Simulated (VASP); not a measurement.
# CaCu4Bi (F-43m) in VASP: a series of runs, part 2 of 3

VASP 6.6.1. The steps go on from the part before.

## (5) Single point, PBE

This run uses another cell than the first one, of 17.21 Å³/atom.

Input file INCAR:

```
  PREC = Accurate
  ENCUT = 520
  EDIFF = 1E-6
  ISMEAR = 0
  SIGMA = 0.1
  LREAL = F
  LASPH = T
  NELM = 60
  ALGO = Fast
  ISIF = 2
  LWAVE = F
  LCHARG = F
  GGA = PE
  NBANDS = 44
```

Input file KPOINTS:

```
Automatic mesh
0
Gamma
  10 10 10
```

Input file POSCAR:

```
CaCu4Bi
1.0
    0.0000000000      3.7239936525      3.7239936525
    3.7239936525      0.0000000000      3.7239936525
    3.7239936525      3.7239936525      0.0000000000
Ca Cu Bi
1 4 1
Direct
    0.0000000000      0.0000000000      0.0000000000
    0.3741064381      0.3741064381      0.3741064381
    0.8776806858      0.3741064381      0.3741064381
    0.3741064381      0.8776806858      0.3741064381
    0.3741064381      0.3741064381      0.8776806858
    0.7500000000      0.7500000000      0.7500000000
```

Potentials or basis: VASP PAW PBE potentials, release 64 (Ca_sv, Cu, Bi_d).

Run with:

```
cat potpaw_PBE.64/Ca_sv/POTCAR potpaw_PBE.64/Cu/POTCAR potpaw_PBE.64/Bi_d/POTCAR > POTCAR
mpirun -np 1 vasp_std > vasp.out
```

OUTCAR:

```text
PREC = Accurate
   ENCUT = 520
   EDIFF = 1E-6
   ISMEAR = 0
   LREAL = F
   LASPH = T
   NELM = 60
   ISIF = 2
   GGA = PE

 ion  position               nearest neighbor table
   1  0.000  0.000  0.000-   6 3.23   6 3.23   6 3.23   6 3.23
   2  0.374  0.374  0.374-   3 2.61   4 2.61   5 2.61   3 2.65   4 2.65   5 2.65   6 3.09   6 3.09
                             6 3.09
   3  0.878  0.374  0.374-   2 2.61   4 2.61   5 2.61   4 2.65   5 2.65   2 2.65   6 3.09   6 3.09
                             6 3.09
   4  0.374  0.878  0.374-   2 2.61   3 2.61   5 2.61   3 2.65   5 2.65   2 2.65   6 3.09   6 3.09
                             6 3.09
   5  0.374  0.374  0.878-   2 2.61   3 2.61   4 2.61   4 2.65   3 2.65   2 2.65   6 3.09   6 3.09
                             6 3.09
   6  0.750  0.750  0.750-   3 3.09   4 3.09   5 3.09   2 3.09   2 3.09   2 3.09   4 3.09   3 3.09
                             4 3.09   3 3.09   5 3.09   5 3.09   1 3.23   1 3.23   1 3.23   1 3.23

  LATTYP: Found a face centered cubic cell.
 ALAT       =     7.4479873050

  Lattice vectors:

 A1 = (   0.0000000000,   3.7239936525,   3.7239936525)
 A2 = (   3.7239936525,   0.0000000000,   3.7239936525)
 A3 = (   3.7239936525,   3.7239936525,   0.0000000000)

Analysis of symmetry for initial positions (statically):
=====================================================================
 Subroutine PRICEL returns:
 Original cell was already a primitive cell.

 Routine SETGRP: Setting up the symmetry group for a
 face centered cubic supercell.

 Subroutine GETGRP returns: Found 24 space group operations
 (whereof 24 operations were pure point group operations)
 out of a pool of 48 trial point group operations.

The static configuration has the point symmetry T_d .

Analysis of symmetry for dynamics (positions and initial velocities):
=====================================================================
 Subroutine PRICEL returns:
 Original cell was already a primitive cell.

 Routine SETGRP: Setting up the symmetry group for a
 face centered cubic supercell.

 Subroutine GETGRP returns: Found 24 space group operations
 (whereof 24 operations were pure point group operations)
 out of a pool of 48 trial point group operations.

The dynamic configuration has the point symmetry T_d .

 Subroutine INISYM returns: Found 24 space group operations
 (whereof 24 operations are pure point group operations),
 and found     1 'primitive' translations

----------------------------------------------------------------------------------------

                                     Primitive cell

  volume of cell :     103.2896

  direct lattice vectors                    reciprocal lattice vectors
     0.000000000  3.723993652  3.723993652    -0.134264461  0.134264461  0.134264461
     3.723993652  0.000000000  3.723993652     0.134264461 -0.134264461  0.134264461
     3.723993652  3.723993652  0.000000000     0.134264461  0.134264461 -0.134264461

  length of vectors
     5.266522330  5.266522330  5.266522330     0.232552868  0.232552868  0.232552868

  position of ions in fractional coordinates (direct lattice)
     0.000000000  0.000000000  0.000000000
     0.374106438  0.374106438  0.374106438
     0.877680686  0.374106438  0.374106438
     0.374106438  0.877680686  0.374106438
     0.374106438  0.374106438  0.877680686
     0.750000000  0.750000000  0.750000000

  ion indices of the primitive-cell ions
[... 41 lines left out ...]
  0.500000  0.000000  0.000000      4.000000
[... 16 lines left out ...]
  0.300000  0.300000  0.000000      6.000000
  0.400000  0.300000  0.000000     24.000000
 [... further k-points ...]
   k-points           NKPTS =     47   k-points in BZ     NKDIM =     47   number of bands    NBANDS=     44
   number of dos      NEDOS =    301   number of ions     NIONS =      6
   total plane-waves  NPLWV =  64000
   dimension x,y,z NGX =    40 NGY =   40 NGZ =   40
   dimension x,y,z NGXF=    80 NGYF=   80 NGZF=   80
   ions per type =               1   4   1
   NGX,Y,Z   is equivalent  to a cutoff of  12.63, 12.63, 12.63 a.u.
   NGXF,Y,Z  is equivalent  to a cutoff of  25.25, 25.25, 25.25 a.u.
 SYSTEM =  unknown system
   PREC   = accura    normal or accurate (medium, high low for compatibility)
   ISTART =      0    job   : 0-new  1-cont  2-samecut
   ICHARG =      2    charge: 1-file 2-atom 10-const
   ISPIN  =      1    spin polarized calculation?
   LNONCOLLINEAR =      F non collinear calculations
   LSORBIT =      F    spin-orbit coupling
   LASPH  =      T    aspherical Exc in radial PAW
   ENCUT  =  520.0 eV  38.22 Ry    6.18 a.u.   9.79  9.79  9.79*2*pi/ulx,y,z
   NELM   =     60;   NELMIN=  2; NELMDL= -5     # of ELM steps
   EDIFF  = 0.1E-05   stopping-criterion for ELM
   LREAL  =      F    real-space projection
   EDIFFG = 0.1E-04   stopping-criterion for IOM
   NSW    =      0    number of steps for IOM
   IBRION =     -1    ionic relax: 0-MD 1-quasi-New 2-CG
   NFREE  =      0    steps in history (QN), initial steepest desc. (CG)
   ISIF   =      2    stress and relaxation
   ISYM   =      2    0-nonsym 1-usesym 2-fastsym
   POTIM  = 0.5000    time-step for ionic-motion
   TEBEG  =    0.0;   TEEND  =   0.0 temperature during run
   PSTRESS=    0.0 pullay stress
   NELECT =      69.0000    total number of electrons
   NUPDOWN=      -1.0000    fix difference up-down
   EMIN   =  10.00;   EMAX   =-10.00  energy-range for DOS
   EFERMI =   0.00;   METHOD = LEGACY
   ISMEAR =     0;   SIGMA  =   0.10  broadening in eV -4-tet -1-fermi 0-gaus
   EFERMI_NEDOS =   21; number of points for ismear=-14 and -15
   IALGO  =     68    algorithm
   IMIX   =      4    mixing-type and parameters
     AMIX     =   0.40;   BMIX     =  1.00
     AMIX_MAG =   1.60;   BMIX_MAG =  1.00
  volume/ion in A,a.u.               =      17.21       116.17
  Fermi-wavevector in a.u.,A,eV,Ry     =   1.431108  2.704401 27.865667  2.048069
  Thomas-Fermi vector in A             =   2.550880
   LORBIT       =      0    0 simple, 1 ext, 2 COOP (PROOUT), +10 PAW based schemes
   GGA     = PE    functional components
   LHFCALC =     F    Hartree Fock is set to
   AEXX    =    0.0000 exact exchange contribution
   IVDW    =     0    specifies the selected vdW correction
   LEPSILON=     F    determine dielectric tensor
   LRPA    =     F    only Hartree local field effects (RPA)
 non-spin polarized calculation
 RMM-DIIS sequential band-by-band and
 Gauss-broadening in eV      SIGMA  =   0.10
  energy-cutoff  :      520.00
  volume of cell :      103.29
 maximum number of plane-waves:      2812
   NGX = 19   NGY = 19   NGZ = 19

 number of electron      69.0000005 magnetization

 Free energy of the ion-electron system (eV)
  ---------------------------------------------------
  ext. energy  EPLUGINS =         0.00000000
  ---------------------------------------------------
  free energy    TOTEN  =       -21.49394285 eV

  energy without entropy =      -21.48479750  energy(sigma->0) =      -21.48937018

 E-fermi :   7.0748     XC(G=0): -11.2804

 val. band max:        7.0602773849   @ k =   0.3000   0.2000   0.0000
 cond. band min:       7.0817513326   @ k =   0.3000   0.0000   0.0000
 fundamental gap:      0.0214739477
 Fermi energy:         7.0747500911

 k-point     1 :       0.0000    0.0000    0.0000
  band No.  band energies     occupation
      1     -33.9059      2.00000
      2     -15.8204      2.00000
      3     -15.8204      2.00000
      4     -15.8204      2.00000
      5     -15.7767      2.00000
      6     -15.7766      2.00000
[... 1117 lines left out ...]
     43      12.5310      0.00000
     44      13.1863      0.00000

 [... further k-points ...]

------------------------ aborting loop because EDIFF is reached ----------------------------------------

  FORCE on cell =-STRESS in cart. coord.  units (eV):
  Direction    XX          YY          ZZ          XY          YZ          ZX
  --------------------------------------------------------------------------------------
  -------------------------------------------------------------------------------------
  Total        0.2087431      0.2087431      0.2087431     -0.0000000     -0.0000000      0.0000000
  in kB        3.2379185      3.2379185      3.2379185     -0.0000000     -0.0000000      0.0000000
  external PRESSURE =       3.2379185 kB  Pullay stress =       0.0000000 kB

 VOLUME and BASIS-vectors are now :
 -----------------------------------------------------------------------------
  energy-cutoff  :      520.00
  volume of cell :      103.29
      direct lattice vectors                 reciprocal lattice vectors
     0.000000000  3.723993652  3.723993652    -0.134264461  0.134264461  0.134264461
     3.723993652  0.000000000  3.723993652     0.134264461 -0.134264461  0.134264461
     3.723993652  3.723993652  0.000000000     0.134264461  0.134264461 -0.134264461

 POSITION                                       TOTAL-FORCE (eV/Angst)
 -----------------------------------------------------------------------------------
      0.00000      0.00000      0.00000        -0.000000     -0.000000     -0.000000
      2.78634      2.78634      2.78634         0.000793      0.000793      0.000793
      2.78634      4.66165      4.66165         0.000793     -0.000793     -0.000793
      4.66165      2.78634      4.66165        -0.000793      0.000793     -0.000793
      4.66165      4.66165      2.78634        -0.000793     -0.000793      0.000793
      5.58599      5.58599      5.58599        -0.000000     -0.000000     -0.000000
 -----------------------------------------------------------------------------------
    total drift:                                0.000000      0.000000      0.000000

  FREE ENERGIE OF THE ION-ELECTRON SYSTEM (eV)
  ---------------------------------------------------
  free  energy   TOTEN  =       -21.4939428546 eV

  energy  without entropy=      -21.4847974981  energy(sigma->0) =      -21.48937018
```

OSZICAR:

```text
N       E                     dE             d eps       ncg     rms          rms(c)
DAV:   1     0.712062867467E+03    0.71206E+03   -0.31227E+04  4136   0.233E+03
DAV:   2     0.596388345389E+02   -0.65242E+03   -0.63594E+03  4136   0.513E+02
DAV:   3    -0.210456260641E+02   -0.80684E+02   -0.76789E+02  4436   0.212E+02
[... 25 lines left out ...]
RMM:  29    -0.214939381746E+02   -0.18351E-05   -0.17661E-05  5167   0.186E-02    0.218E-04
RMM:  30    -0.214939396540E+02   -0.14794E-05   -0.14419E-05  4930   0.169E-02    0.280E-04
RMM:  31    -0.214939408881E+02   -0.12341E-05   -0.11984E-05  4676   0.155E-02    0.317E-04
RMM:  32    -0.214939419242E+02   -0.10360E-05   -0.10006E-05  4509   0.144E-02    0.581E-04
RMM:  33    -0.214939428546E+02   -0.93043E-06   -0.89587E-06  4279   0.131E-02
   1 F= -.21493943E+02 E0= -.21489370E+02  d E =-.914536E-02
```

Wall time 5.2 min (1 thread of Intel Xeon 6975P-C (Granite Rapids), shared host); peak memory 0.37 GiB.

Results:

| Quantity | Value |
| --- | --- |
| Free energy | -21.4939 eV |
| Pressure | 0.3 GPa |
| Band gap on the k mesh | zero (an odd number of electrons rules out a gap without spin polarisation) |

Levels at points of the mesh, in eV from the Fermi level:
```csv
k point,band 33,band 34,band 35,band 36,band 37,band 38
"(0.00, 0.00, 0.00)",-1.73,-1.73,0.03,0.85,0.85,1.97
"(0.50, 0.00, 0.00)",-1.42,-1.42,-0.03,0.75,0.75,2.22
"(0.50, 0.50, 0.00)",-1.37,-1.37,-0.60,2.46,2.46,2.56
```

Caveat: spin-orbit coupling is left out, which moves the levels of the heavy elements.

(Continued in part 3 of 3.)

The gap in the log of VASP goes by the Fermi energy; the results here count the filled bands.